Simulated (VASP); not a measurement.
Input of a VASP 6.6.1 run:

Contents of INCAR:

```
PREC = Accurate
ENCUT = 520
EDIFF = 1E-7
ISMEAR = -1
SIGMA = 0.02
LREAL = False
LASPH = True
NELM = 60
ALGO = Normal
ISIF = 2
LWAVE = False
LCHARG = False
GGA = PE
NBANDS = 28
```

File KPOINTS:

```
Automatic mesh
0
Gamma
  6 6 6
```

The input POSCAR:

```
NaCdCl3
1.0
    5.1673050428      0.0000000000      0.0000000000
    0.0000000000      5.1673050428      0.0000000000
    0.0000000000      0.0000000000      5.1673050428
Na Cd Cl
1 1 3
Direct
    0.0000000000      0.0000000000      0.0000000000
    0.5000000000      0.5000000000      0.5000000000
    0.5000000000      0.5000000000      0.0000000000
    0.5000000000      0.0000000000      0.5000000000
    0.0000000000      0.5000000000      0.5000000000
```

Potentials or basis: VASP PAW PBE potentials, release 64 (Na_pv, Cd, Cl).

The run is started by

```sh
$ cat potpaw_PBE.64/Na_pv/POTCAR potpaw_PBE.64/Cd/POTCAR potpaw_PBE.64/Cl/POTCAR > POTCAR
$ mpirun -np 1 vasp_std > vasp.out
```

Problem. Estimate the band gap on the k mesh.

Solution. 1.88 eV (least direct gap 2.69 eV).

Problem. Predict the pressure.

Solution. 1.1 GPa.

A k mesh can miss the band edges.
